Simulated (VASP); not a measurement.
## CsH6: single point with PBE

The system is CsH6.

```
Cs H
1.0
     5.55606    0.01606    0.08343
     2.79149    4.83471    0.15701
     0.86715    1.40776    7.94803
Cs H
1 6
Cartesian
  4.7682 1.3860 0.1049
  5.2388 5.3608 4.5292
  5.3505 2.3433 3.8346
  2.3967 3.6527 3.7023
  5.0477 1.8525 4.3201
  5.1803 5.2702 3.7807
  2.4534 3.7448 4.4507
```

```yaml
Program: VASP 6.6.1
Task: single point
Functional: PBE
Potentials_or_basis: VASP PAW PBE potentials, release 64 (Cs_sv, H)
Cutoff: 520 eV
k_mesh: 8 × 8 × 6
Occupations: gaussian, width 0.1 eV
Spin: no spin polarisation
Dipole_correction: no
Further_INCAR_settings: ALGO = Normal; EDIFF = 1e-06; NBANDS = 16
```

- Pressure: -0.2 GPa
- Largest force: 0.009 eV/Å
- Band gap on the k mesh: zero (an odd number of electrons rules out a gap without spin polarisation)

Forces in eV/Å, atoms in the order of the input:
```
Cs   0.000  0.000  0.000
H   -0.001 -0.001 -0.009
H   -0.004 -0.006  0.006
H    0.001  0.001  0.009
H    0.004  0.006 -0.006
H    0.001  0.001  0.009
H    0.000 -0.001 -0.009
```

Levels at points of the mesh, in eV from the Fermi level:
```csv
k point,band 5,band 6,band 7,band 8,band 9,band 10
"(0.00, 0.00, 0.00)",-8.88,-7.76,-7.67,-0.83,0.40,2.26
"(0.50, 0.00, 0.00)",-8.38,-8.20,-7.83,0.52,0.88,1.18
"(0.00, 0.50, 0.00)",-8.35,-8.21,-7.85,0.42,0.98,1.00
"(0.50, 0.50, 0.00)",-8.35,-8.21,-7.85,0.42,0.97,1.01
"(0.00, 0.00, 0.50)",-8.86,-7.76,-7.67,-1.24,1.46,2.08
"(0.50, 0.00, 0.50)",-8.36,-8.20,-7.83,0.23,0.72,1.50
"(0.00, 0.50, 0.50)",-8.34,-8.22,-7.84,0.31,0.75,1.23
"(0.50, 0.50, 0.50)",-8.34,-8.22,-7.84,0.31,0.75,1.21
```

It took 13 min on 1 thread of AMD EPYC 7R13, with other jobs on the host, peak memory 0.71 GiB.

Caveat: spin-orbit coupling is left out, which moves the levels of the heavy elements; an odd number of electrons without spin polarisation forces a metal; a magnetic or distorted state may lie lower.
